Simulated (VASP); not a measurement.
ScTlH6, 8 atoms in the cell. Symmetry: R-3m, No. 166, trigonal system. Conventional cell: a = 6.084 Å, b = 6.084 Å, c = 6.349 Å, α = 90.00°, β = 90.00°, γ = 120.00°. Sc (site symmetry -3m) has 12 H at 2.11 to 2.12 Å within 2.8 Å. Tl (site symmetry -3m) has 24 H at 2.24 to 3.26 Å and 2 Sc at 3.17 Å within 3.3 Å. Within 1.4 Å of H (site symmetry m) lie 1 H at 1.04 Å. 

* Program: VASP 6.6.1
* Task: single point
* Functional: PBEsol
* Potentials or basis: VASP PAW PBE potentials, release 64 (Sc_sv, Tl_d, H)
* Cutoff: 520 eV
* k mesh: 6 × 6 × 6
* Occupations: fermi-dirac, width 0.03 eV
* Spin: no spin polarisation
* Dipole correction: no
* Further INCAR settings: ALGO = Normal; EDIFF = 1e-06; NBANDS = 25

Potentials or basis: VASP PAW PBE potentials, release 64 (Sc_sv, Tl_d, H).

Command:

```sh
$ cat potpaw_PBE.64/Sc_sv/POTCAR potpaw_PBE.64/Tl_d/POTCAR potpaw_PBE.64/H/POTCAR > POTCAR
$ mpirun -np 1 vasp_std > vasp.out
```

Hardware: 1 thread of Intel(R) Xeon(R) Platinum 8259CL CPU @ 2.50GHz (Skylake/Cascade Lake) (shared host).

Estimate the wall time of this run.

It took 84 s on 1 thread of Intel(R) Xeon(R) Platinum 8259CL CPU @ 2.50GHz (Skylake/Cascade Lake), with other jobs on the host, peak memory 0.2 GiB. Counts: scf iterations 13, k points 32.
